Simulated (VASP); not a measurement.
The system is CsBr.

```
Cs Br
1.0
     4.31938    0.00000    0.00000
     0.00000    4.31938    0.00000
     0.00000    0.00000    4.31938
Cs Br
1 1
Direct
  0.00000 0.00000 0.00000
  0.50000 0.50000 0.50000
```

Base run:

```yaml
Program: VASP 6.6.1
Functional: r2SCAN
Potentials_or_basis: VASP PAW PBE potentials, release 64 (Cs_sv, Br)
Cutoff: 550 eV
k_mesh: 4 × 4 × 4
Occupations: gaussian, width 0.01 eV
Spin: no spin polarisation
```

Its results: band gap on the k mesh 5.19 eV; pressure 0.1 GPa.

Question: The run is repeated on the same cell with these changes: functional from r2SCAN to HSE06; cutoff from 550 eV to 400 eV; k mesh from 4 × 4 × 4 to 2 × 2 × 2. What comes out?

Answer: Band gap on the k mesh 5.61 eV; pressure 0.9 GPa.

Several settings changed at once.

Caveats: some runs use coarse meshes; the PAW data sets were made with another functional, which shifts forces and pressure a little; spin-orbit coupling is left out, which moves the levels of the heavy elements.

